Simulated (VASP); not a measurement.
Wanted: the native input for a VASP 6.6.1 run.

| Property | Result |
| --- | --- |
| Task | relaxation of cell and atoms |
| Functional | r2SCAN |
| Dispersion | D4 |
| Potentials or basis | VASP PAW PBE potentials, release 64 (Ga_d, N) |
| Cutoff | 600 eV |
| k mesh | 10 × 10 × 10 |
| Occupations | fermi-dirac, width 0.05 eV |
| Spin | no spin polarisation |
| Dipole correction | no |
| Further INCAR settings | ALGO = Normal; EDIFF = 1e-06; IBRION = 2; EDIFFG = -0.01; NSW = 60; ISIF = 3 |

GaN:

```
Ga N
1.0
     0.00000    2.25350    2.25350
     2.25350    0.00000    2.25350
     2.25350    2.25350    0.00000
Ga N
1 1
Cartesian
  0.0000 0.0000 0.0000
  1.1268 1.1268 1.1268
```

The input as run:

POSCAR

```
GaN
1.0
    0.0000000000      2.2535006075      2.2535006075
    2.2535006075      0.0000000000      2.2535006075
    2.2535006075      2.2535006075      0.0000000000
Ga N
1 1
Direct
    0.0000000000      0.0000000000      0.0000000000
    0.2500000000      0.2500000000      0.2500000000
```

INCAR.step1

```
  ALGO = Normal
  EDIFF = 1E-4
  ENCUT = 600
  GGA = PE
  ISMEAR = -1
  LASPH = T
  LCHARG = F
  LREAL = F
  LWAVE = T
  NELM = 100
  PREC = Accurate
  SIGMA = 0.05
```

INCAR.step2

```
  ALGO = Normal
  EDIFF = 1E-6
  EDIFFG = -0.01
  ENCUT = 600
  IBRION = 2
  ISIF = 3
  ISMEAR = -1
  ISTART = 1
  IVDW = 13
  LASPH = T
  LCHARG = F
  LMIXTAU = T
  LREAL = F
  LWAVE = F
  METAGGA = R2SCAN
  NELM = 100
  NSW = 60
  PREC = Accurate
  SIGMA = 0.05
  VDW_A1 = 0.51559235
  VDW_A2 = 5.77342911
  VDW_S6 = 1.0
  VDW_S8 = 0.6018749
```

KPOINTS

```
k-points
0
Gamma
  10 10 10
```

Potentials or basis: VASP PAW PBE potentials, release 64 (Ga_d, N).

Command:

```bash
$ cat potpaw_PBE.64/Ga_d/POTCAR potpaw_PBE.64/N/POTCAR > POTCAR
$ cp INCAR.step1 INCAR
$ mpirun -np 1 vasp_std > vasp.out
$ cp INCAR.step2 INCAR
$ mpirun -np 1 vasp_std > vasp.out
```

It gave:

| Quantity | Value |
| --- | --- |
| Relaxed volume | 11.33 Å³/atom |
| Relaxed cell | a = 3.176 Å, b = 3.176 Å, c = 3.176 Å, α = 60.00°, β = 60.00°, γ = 60.00° |
| Space group after relaxing (to 0.05 Å) | F-43m (No. 216) |
| Energy gained by relaxing | 0.8 meV/atom |
| Ionic steps | 4 |
| Pressure after relaxing | 0.0 GPa |
| Band gap on the k mesh | 2.19 eV, direct |
| Dispersion energy per atom | -0.147 eV |

Caveat: the PAW data sets were made with another functional, which shifts forces and pressure a little.

Wall time 110 s on 1 thread of Intel(R) Xeon(R) 6975P-C (Granite Rapids), on a shared host, peak memory 0.18 GiB.
